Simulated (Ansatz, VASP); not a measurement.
# Two plane-wave programs on Be3GeN

File INCAR:

```
PREC = Accurate ; ENCUT = 600
EDIFF = 1E-6 ; ISMEAR = -1
SIGMA = 0.15 ; LREAL = False
LASPH = True ; NELM = 80
ALGO = Normal ; ISIF = 3
LWAVE = False ; LCHARG = False
GGA = PS ; IBRION = 2
NSW = 80 ; EDIFFG = -0.001
```

File KPOINTS:

```
regular mesh
0
Gamma
  10 10 10
```

Contents of POSCAR:

```
Be3GeN
1.0
    3.5905732901      0.0000000000      0.0000000000
    0.0000000000      3.5905732901      0.0000000000
    0.0000000000      0.0000000000      3.5905732901
Be Ge N
3 1 1
Direct
    0.0000000000      0.5000000000      0.5000000000
    0.5000000000      0.0000000000      0.5000000000
    0.5000000000      0.5000000000      0.0000000000
    0.0000000000      0.0000000000      0.0000000000
    0.5000000000      0.5000000000      0.5000000000
```

Input for Ansatz:

```yaml
crystal:
  lattice:
    - [3.5905732901, 0.0, 0.0]
    - [0.0, 3.5905732901, 0.0]
    - [0.0, 0.0, 3.5905732901]
  atoms:
    - { symbol: Be, position: [0.0, 0.5, 0.5] }
    - { symbol: Be, position: [0.5, 0.0, 0.5] }
    - { symbol: Be, position: [0.5, 0.5, 0.0] }
    - { symbol: Ge, position: [0.0, 0.0, 0.0] }
    - { symbol: "N", position: [0.5, 0.5, 0.5] }
basis:
  ecutwfc: 420
kpoints:
  mp_grid: { grid: [10, 10, 10] }
hamiltonian:
  xc: pbesol
scf:
  occupations: { method: fermi_dirac, width: 0.15 }
output:
  forces: true
  stress: true
  eigenvalues: true
relax:
  adjacent_minimum: "off"
  f_tol: 0.001
  max_steps: 60
  cell: { stress_tol: 0.01 }
```

Alike in both runs: task relaxation of cell and atoms; functional PBEsol; k mesh 10 × 10 × 10; occupations fermi-dirac, width 0.15 eV; no spin polarisation.

|  | VASP | Ansatz |
| --- | --- | --- |
| version | VASP 6.6.1 | Ansatz 0.2.0 |
| potentials or method | VASP PAW PBE potentials, release 64 (Be, Ge_d, N), cutoff 600 eV | scalar-relativistic, plane waves, PAW |
| valence electrons in the cell | 25 | 25 |

Ansatz gave:

| Property | Result |
| --- | --- |
| gap on the k mesh at the Fermi level, each at its own relaxed structure (eV) | none |
| relaxed volume (Å³/atom) | 9.26 |
| relaxed length of the cell vector where the two differ most in proportion (Å) | 3.591 |

Problem. Estimate VASP's values.

Solution. gap on the k mesh at the Fermi level, each at its own relaxed structure (eV): none; relaxed volume (Å³/atom): 9.28; relaxed length of the cell vector where the two differ most in proportion (Å): 3.594.

VASP's potentials were made for PBE, not for PBEsol. A gap of «none» marks a metal or a gap that the smearing closes.
